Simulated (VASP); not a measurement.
Runs of VASP 6.6.1 on Al5P2. The structure is that of space group P-4m2 (No. 115), or close to it. The cells are those of the table. 

| task | cell | k mesh | cutoff (eV) | smearing | gap on the mesh (eV) | pressure (GPa) | largest force (eV/Å) |
| --- | --- | --- | --- | --- | --- | --- | --- |
| single point | a = 3.810, b = 3.810, c = 9.968 Å, 7 atoms | 6 × 6 × 2 | 520 | gaussian 0.2 eV | none | -0.1 | 0.12 |
| single point | a = 3.810, b = 3.810, c = 9.968 Å, 7 atoms | 8 × 8 × 4 | 520 | gaussian 0.1 eV | none | -0.1 | - |
| relaxation of cell and atoms | relaxed from a = 3.850, b = 3.850, c = 8.600 Å, 7 atoms | 4 × 4 × 2 | 600 | gaussian 0.2 eV | none | 0.2 | 0.05 |
| single point | a = 3.803, b = 3.803, c = 10.041 Å, 7 atoms | 4 × 4 × 2 | 520 | gaussian 0.2 eV | none | 0.3 | (a) |

Alike in all rows: level PBE; potentials or basis VASP PAW PBE potentials, release 64 (Al, P); no spin polarisation.

Problem. Fill in the values left out.

Solution. (a) 0.03.

Caveats: some runs use coarse meshes; the relaxation stopped at a loose force limit of 0.08 eV/Å, so its end isn't a converged minimum (some runs).

A gap of «none» marks levels without a gap at the run's occupations.
